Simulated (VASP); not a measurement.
Here is a VASP 6.6.1 calculation.

Contents of INCAR:

```
SYSTEM = O
ALGO = Normal
EDIFF = 1E-6
ENCUT = 520
GGA = PS
ISIF = 2
ISMEAR = 0
LASPH = .True.
LCHARG = .True.
LELF = .True.
LREAL = .False.
LVHAR = .True.
LWAVE = .False.
NBANDS = 13
NELM = 100
PREC = Accurate
SIGMA = 0.15
```

File KPOINTS:

```
k-points
0
Gamma
  22 22 22
  0 0 0
```

File POSCAR:

```
O
1.0
    0.0000000000      1.6543593627      4.4625125492
    1.6600313256      0.0000000000      4.4625125492
    1.6600313256      1.6543593627      0.0000000000
O
2
Direct
    0.0675080576      0.0675080576      0.9324919424
    0.9324919424      0.9324919424      0.0675080576
```

Potentials or basis: VASP PAW PBE potentials, release 64 (O).

Launch:

```bash
$ cat potpaw_PBE.64/O/POTCAR > POTCAR
$ mpirun -np 1 vasp_std > vasp.out
```

Task: Predict the band gap on the k mesh.

Result: Zero (band 6 reaches 1.50 eV, above the bottom of band 7 at -1.23 eV).

Task: Estimate the pressure.

Result: 3.5 GPa.

Task: What does it give for the largest force?

Result: 1.483 eV/Å.

Stress tensor (GPa, compression positive):
```
-0.32  0.00  0.00
 0.00 -0.29  0.00
 0.00  0.00 11.23
```

Caveat: the standard files for N, O and F lose accuracy on very short bonds; spin is off for a triplet molecule; the PAW data sets were made with another functional, which shifts forces and pressure a little.
